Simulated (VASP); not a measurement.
# Si (P6_3/mmc) in VASP: single point with PBEsol+D3(BJ)

Aim: the single point of Si with PBEsol+D3(BJ).

Everything below comes from runs of VASP 6.6.1. Logs are shortened: lines on timing, memory, paths and dates and some standing lists are left out, and cuts for length are marked.

### 1 The cell of the first run

The structure is hexagonal, space group P6_3/mmc (No. 194). Conventional cell: a = 2.444 Å, b = 2.444 Å, c = 4.152 Å, α = 90.00°, β = 90.00°, γ = 120.00°. Within 3.2 Å of Si (site symmetry -6m2) lie 12 Si at 2.44 to 2.51 Å.

### 2 Single point, PBEsol+D3(BJ)

INCAR

```
SYSTEM = Si
PREC     = Accurate       ! precision mode
ENCUT    = 500            ! plane-wave cutoff, eV
EDIFF    = 1E-6           ! SCF threshold, eV
ISMEAR   = 0              ! smearing method
SIGMA    = 0.1            ! smearing width, eV
LREAL    = .False.        ! projectors in reciprocal space
LASPH    = .True.         ! aspherical terms in the spheres
NELM     = 120            ! most SCF steps
ALGO     = Normal         ! electronic algorithm
ISIF     = 2              ! what is computed and relaxed
LWAVE    = .False.        ! write WAVECAR
LCHARG   = .True.         ! write CHGCAR
GGA      = PS             ! functional
IVDW     = 12             ! dispersion correction
LELF     = .True.         ! ELF
LVHAR    = .True.       
NBANDS   = 11             ! bands
GGA_COMPAT= .False.
```

KPOINTS

```
regular mesh
0
Gamma
  11 11 6
  0 0 0
```

POSCAR

```
Si
1.0
    2.4440000000      0.0000000000      0.0000000000
   -1.2220000000      2.1165660900      0.0000000000
    0.0000000000      0.0000000000      4.1520000000
Si
2
Direct
    0.3333333333      0.6666666667      0.2500000000
    0.6666666667      0.3333333333      0.7500000000
```

Potentials or basis: VASP PAW PBE potentials, release 64 (Si).

The run is started by

```
> cat potpaw_PBE.64/Si/POTCAR > POTCAR
> mpirun -np 1 vasp_std > vasp.out
```

OUTCAR:

```text
SYSTEM = Si
   PREC = Accurate
   ENCUT = 500
   EDIFF = 1E-6
   ISMEAR = 0
   LREAL = .False.
   LASPH = .True.
   NELM = 120
   ISIF = 2
   GGA = PS
   IVDW = 12
 IVDW          = 12

 ion  position               nearest neighbor table
   1  0.333  0.667  0.250-   2 2.51   2 2.51   2 2.51   2 2.51   2 2.51   2 2.51
   2  0.667  0.333  0.750-   1 2.51   1 2.51   1 2.51   1 2.51   1 2.51   1 2.51

  LATTYP: Found a hexagonal cell.
 ALAT       =     2.4440000000
 C/A-ratio  =     1.6988543372

  Lattice vectors:

 A1 = (   2.4440000000,   0.0000000000,   0.0000000000)
 A2 = (  -1.2220000000,   2.1165660900,   0.0000000000)
 A3 = (   0.0000000000,   0.0000000000,   4.1520000000)

Analysis of symmetry for initial positions (statically):
=====================================================================
 Subroutine PRICEL returns:
 Original cell was already a primitive cell.

 Routine SETGRP: Setting up the symmetry group for a
 hexagonal supercell.

 Subroutine GETGRP returns: Found 24 space group operations
 (whereof 12 operations were pure point group operations)
 out of a pool of 24 trial point group operations.

The static configuration has the point symmetry D_3d.
 The point group associated with its full space group is D_6h.

Analysis of symmetry for dynamics (positions and initial velocities):
=====================================================================
 Subroutine PRICEL returns:
 Original cell was already a primitive cell.

 Routine SETGRP: Setting up the symmetry group for a
 hexagonal supercell.

 Subroutine GETGRP returns: Found 24 space group operations
 (whereof 12 operations were pure point group operations)
 out of a pool of 24 trial point group operations.

The dynamic configuration has the point symmetry D_3d.
 The point group associated with its full space group is D_6h.

 Subroutine INISYM returns: Found 24 space group operations
 (whereof 12 operations are pure point group operations),
 and found     1 'primitive' translations

----------------------------------------------------------------------------------------

                                     Primitive cell

  volume of cell :      21.4778

  direct lattice vectors                    reciprocal lattice vectors
     2.444000000  0.000000000  0.000000000     0.409165303  0.236231697  0.000000000
    -1.222000000  2.116566090  0.000000000     0.000000000  0.472463395  0.000000000
     0.000000000  0.000000000  4.152000000     0.000000000  0.000000000  0.240847784

  length of vectors
     2.444000000  2.444000003  4.152000000     0.472463395  0.472463395  0.240847784

  position of ions in fractional coordinates (direct lattice)
     0.333333333  0.666666667  0.250000000
     0.666666667  0.333333333  0.750000000

  ion indices of the primitive-cell ions
   primitive index   ion index
                 1           1
                 2           2

----------------------------------------------------------------------------------------

 KPOINTS: regular mesh

Automatic generation of k-mesh.
 Grid dimensions read from file:
 generate k-points for:   11   11    6

 Generating k-lattice:

  Cartesian coordinates                     Fractional coordinates (reciprocal lattice)
     0.037196846  0.021475609  0.000000000     0.090909091  0.000000000  0.000000000
     0.000000000  0.042951218  0.000000000     0.000000000  0.090909091  0.000000000
     0.000000000  0.000000000  0.040141297     0.000000000  0.000000000  0.166666667

  Length of vectors
     0.042951218  0.042951218  0.040141297

  Shift w.r.t. Gamma in fractional coordinates (k-lattice)
     0.000000000  0.000000000  0.000000000

 Subroutine IBZKPT returns following result:
 ===========================================

 Found     64 irreducible k-points:

 Following reciprocal coordinates:
            Coordinates               Weight
  0.000000  0.000000  0.000000      1.000000
  0.090909  0.000000  0.000000      6.000000
  0.181818 -0.000000  0.000000      6.000000
  0.272727  0.000000  0.000000      6.000000
  0.363636 -0.000000  0.000000      6.000000
  0.454545  0.000000  0.000000      6.000000
[... 16 lines left out ...]
  0.090909  0.090909  0.166667     12.000000
  0.181818  0.090909  0.166667     24.000000
 [... further k-points ...]
   k-points           NKPTS =     64   k-points in BZ     NKDIM =     64   number of bands    NBANDS=     11
   number of dos      NEDOS =    301   number of ions     NIONS =      2
   total plane-waves  NPLWV =   9720
   dimension x,y,z NGX =    18 NGY =   18 NGZ =   30
   dimension x,y,z NGXF=    36 NGYF=   36 NGZF=   60
   ions per type =               2
   NGX,Y,Z   is equivalent  to a cutoff of  12.24, 12.24, 12.01 a.u.
   NGXF,Y,Z  is equivalent  to a cutoff of  24.49, 24.49, 24.02 a.u.
 SYSTEM =  Si
   PREC   = accura    normal or accurate (medium, high low for compatibility)
   ISTART =      0    job   : 0-new  1-cont  2-samecut
   ICHARG =      2    charge: 1-file 2-atom 10-const
   ISPIN  =      1    spin polarized calculation?
   LNONCOLLINEAR =      F non collinear calculations
   LSORBIT =      F    spin-orbit coupling
   LASPH  =      T    aspherical Exc in radial PAW
   ENCUT  =  500.0 eV  36.75 Ry    6.06 a.u.   4.46  4.46  7.57*2*pi/ulx,y,z
   NELM   =    120;   NELMIN=  2; NELMDL= -5     # of ELM steps
   EDIFF  = 0.1E-05   stopping-criterion for ELM
   LREAL  =      F    real-space projection
   EDIFFG = 0.1E-04   stopping-criterion for IOM
   NSW    =      0    number of steps for IOM
   IBRION =     -1    ionic relax: 0-MD 1-quasi-New 2-CG
   NFREE  =      0    steps in history (QN), initial steepest desc. (CG)
   ISIF   =      2    stress and relaxation
   ISYM   =      2    0-nonsym 1-usesym 2-fastsym
   POTIM  = 0.5000    time-step for ionic-motion
   TEBEG  =    0.0;   TEEND  =   0.0 temperature during run
   PSTRESS=    0.0 pullay stress
   NELECT =       8.0000    total number of electrons
   NUPDOWN=      -1.0000    fix difference up-down
   EMIN   =  10.00;   EMAX   =-10.00  energy-range for DOS
   EFERMI =   0.00;   METHOD = LEGACY
   ISMEAR =     0;   SIGMA  =   0.10  broadening in eV -4-tet -1-fermi 0-gaus
   EFERMI_NEDOS =   21; number of points for ismear=-14 and -15
   IALGO  =     38    algorithm
   IMIX   =      4    mixing-type and parameters
     AMIX     =   0.40;   BMIX     =  1.00
     AMIX_MAG =   1.60;   BMIX_MAG =  1.00
  volume/ion in A,a.u.               =      10.74        72.47
  Fermi-wavevector in a.u.,A,eV,Ry     =   1.177899  2.225906 18.877348  1.387446
  Thomas-Fermi vector in A             =   2.314237
   LORBIT       =      0    0 simple, 1 ext, 2 COOP (PROOUT), +10 PAW based schemes
   GGA     = PS    functional components
   LHFCALC =     F    Hartree Fock is set to
   AEXX    =    0.0000 exact exchange contribution
   IVDW    =    12    specifies the selected vdW correction
   LEPSILON=     F    determine dielectric tensor
   LRPA    =     F    only Hartree local field effects (RPA)
 non-spin polarized calculation
 Gauss-broadening in eV      SIGMA  =   0.10
  energy-cutoff  :      500.00
  volume of cell :       21.48
 maximum number of plane-waves:       568
 NGX is ok and might be reduce to    18
   NGX =  9   NGY =  9   NGZ = 15

 number of electron       8.0000000 magnetization

 Free energy of the ion-electron system (eV)
  ---------------------------------------------------
  ext. energy  EPLUGINS =         0.00000000
  ---------------------------------------------------
  free energy    TOTEN  =       -10.03953119 eV

  energy without entropy =      -10.03630890  energy(sigma->0) =      -10.03792005

 E-fermi :  14.4806     XC(G=0): -12.4833

 val. band max:       14.4458141549   @ k =   0.4545   0.0000   0.0000
 cond. band min:      14.5197606267   @ k =   0.4545   0.0000   0.0000
 fundamental gap:      0.0739464718
 Fermi energy:        14.4806161379

 k-point     1 :       0.0000    0.0000    0.0000
  band No.  band energies     occupation
      1      -2.9553      2.00000
      2       5.2509      2.00000
      3       5.3021      2.00000
      4      25.9760      0.00000
      5      25.9760      0.00000
      6      26.3503      0.00000
      7      26.3716      0.00000
      8      26.3716      0.00000
      9      28.4827      0.00000
     10      30.8156      0.00000
     11      31.8674      0.00000

 k-point     2 :       0.0909    0.0000    0.0000
  band No.  band energies     occupation
      1      -2.6877      2.00000
      2       5.5010      2.00000
      3       5.5602      2.00000
      4      22.1700      0.00000
      5      23.9158      0.00000
      6      25.4589      0.00000
      7      27.4793      0.00000
      8      28.4157      0.00000
      9      28.8294      0.00000
     10      29.5259      0.00000
     11      30.1480      0.00000

 k-point     3 :       0.1818   -0.0000    0.0000
  band No.  band energies     occupation
      1      -1.8874      2.00000
      2       6.2513      2.00000
      3       6.3251      2.00000
      4      17.7713      0.00000
      5      22.1231      0.00000
      6      23.5569      0.00000
      7      25.3372      0.00000
      8      25.3434      0.00000
      9      28.5905      0.00000
     10      28.9590      0.00000
     11      29.4712      0.00000

 k-point     4 :       0.2727    0.0000    0.0000
  band No.  band energies     occupation
      1      -0.5625      2.00000
      2       7.5008      2.00000
      3       7.5528      2.00000
      4      13.6891      2.00000
      5      20.6100      0.00000
      6      20.7815      0.00000
      7      21.2982      0.00000
      8      23.4554      0.00000
      9      27.4453      0.00000
     10      28.3401      0.00000
     11      29.0077      0.00000

 k-point     5 :       0.3636   -0.0000    0.0000
  band No.  band energies     occupation
      1       1.2735      2.00000
      2       8.7246      2.00000
      3       9.2434      2.00000
      4      10.5373      2.00000
      5      17.4211      0.00000
      6      17.6105      0.00000
      7      19.8896      0.00000
      8      22.3613      0.00000
      9      26.6792      0.00000
     10      27.3358      0.00000
     11      28.8331      0.00000
[... 211 lines left out ...]
 k-point    21 :       0.3636   -0.0000    0.1667
  band No.  band energies     occupation
      1       1.5012      2.00000
      2       6.8173      2.00000
      3       9.9526      2.00000
      4      12.2906      2.00000
      5      15.3155      0.00000
      6      20.0052      0.00000
      7      20.0856      0.00000
      8      22.5513      0.00000
      9      24.8057      0.00000
     10      26.9485      0.00000
     11      28.7852      0.00000

 k-point    22 :       0.4545    0.0000    0.1667
  band No.  band energies     occupation
      1       3.8208      2.00000
      2       6.5435      2.00000
      3       9.3257      2.00000
      4      11.9045      2.00000
      5      14.5879      0.12927
      6      17.0971      0.00000
      7      19.6404      0.00000
      8      22.0101      0.00000
      9      24.3660      0.00000
     10      27.0573      0.00000
     11      29.1516      0.00000

 k-point    23 :       0.0909    0.0909    0.1667
  band No.  band energies     occupation
      1      -1.9210      2.00000
      2       3.5734      2.00000
      3       8.9044      2.00000
      4      20.1493      0.00000
      5      20.3834      0.00000
      6      23.9659      0.00000
      7      25.2677      0.00000
      8      25.3401      0.00000
      9      28.3577      0.00000
     10      28.7532      0.00000
     11      30.1066      0.00000

 k-point    24 :       0.1818    0.0909    0.1667
  band No.  band energies     occupation
      1      -0.8599      2.00000
      2       4.5963      2.00000
      3       9.8685      2.00000
      4      16.0485      0.00000
      5      18.5681      0.00000
      6      21.1926      0.00000
      7      23.5524      0.00000
      8      24.7959      0.00000
      9      26.1313      0.00000
     10      27.9388      0.00000
     11      28.9335      0.00000

 [... further k-points ...]

------------------------ aborting loop because EDIFF is reached ----------------------------------------

 Edisp (eV)   -1.01230

 E8    (eV) :    -0.6412

  FORCE on cell =-STRESS in cart. coord.  units (eV):
  Direction    XX          YY          ZZ          XY          YZ          ZX
  --------------------------------------------------------------------------------------
  -------------------------------------------------------------------------------------
  Total       5.25054     5.25054     4.74845     0.00000    -0.00000     0.00000
  in kB     391.67357   391.67357   354.21933     0.00000    -0.00000     0.00000
  external pressure =      379.19 kB  Pullay stress =        0.00 kB

 VOLUME and BASIS-vectors are now :
 -----------------------------------------------------------------------------
  energy-cutoff  :      500.00
  volume of cell :       21.48
      direct lattice vectors                 reciprocal lattice vectors
     2.444000000  0.000000000  0.000000000     0.409165303  0.236231697  0.000000000
    -1.222000000  2.116566090  0.000000000     0.000000000  0.472463395  0.000000000
     0.000000000  0.000000000  4.152000000     0.000000000  0.000000000  0.240847784

 POSITION                                       TOTAL-FORCE (eV/Angst)
 -----------------------------------------------------------------------------------
     -0.00000      1.41104      1.03800         0.000000      0.000000      0.000000
      1.22200      0.70552      3.11400        -0.000000      0.000000      0.000000
 -----------------------------------------------------------------------------------
    total drift:                               -0.000000      0.000000      0.000000

  FREE ENERGIE OF THE ION-ELECTRON SYSTEM (eV)
  ---------------------------------------------------
  free  energy   TOTEN  =       -11.0518341225 eV

  energy  without entropy=      -11.0486118317  energy(sigma->0) =      -11.05022298
```

It took 7.9 s on 1 thread of AMD EPYC 7R43 (Zen 3), shared host; peak memory 0.1 GiB.

What came out:

```yaml
Free_energy: -11.0518 eV
Pressure: 37.9 GPa
Band_gap_on_the_k_mesh: zero (band 4 reaches 25.98 eV, above the bottom of band 5 at 11.28 eV)
Dispersion_energy_per_atom: -0.506 eV
```

Caveat: three body term missing; the PAW data sets were made with another functional, which shifts forces and pressure a little; pairwise dispersion overbinds metals, which lowers pressure and volume.
